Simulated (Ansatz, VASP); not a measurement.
# One calculation of GaN, two programs

```xyz
4
Lattice="3.1890 0.0000 0.0000 -1.5945 2.7618 0.0000 0.0000 0.0000 5.1850" Properties=species:S:1:pos:R:3 pbc="T T T"
Ga    0.0000    1.8412    0.0000
Ga    1.5945    0.9206    2.5925
N     0.0000    1.8412    1.9547
N     1.5945    0.9206    4.5472
```

Alike in both runs: task relaxation of cell and atoms; functional r2SCAN; k mesh 8 × 8 × 5; no spin polarisation.

```csv
,VASP,Ansatz
version,VASP 6.6.1,Ansatz 0.2.0
potentials or method,"VASP PAW PBE potentials, release 64 (Ga_d, N)","scalar-relativistic, plane waves, PAW"
plane-wave cutoff (eV),600,500
occupations,"gaussian, width 0.01 eV",fixed
valence electrons in the cell,36,36
```

```tsv
	VASP	Ansatz	Ansatz less VASP
gap on the k mesh at the Fermi level, each at its own relaxed structure (eV)	2.31	2.35	+0.046
relaxed volume (Å³/atom)	11.43	11.37	-0.063
relaxed cell length with the largest relative difference (Å)	5.193	5.184	-0.0099
```

VASP's potentials were made for PBE, not for r2SCAN.
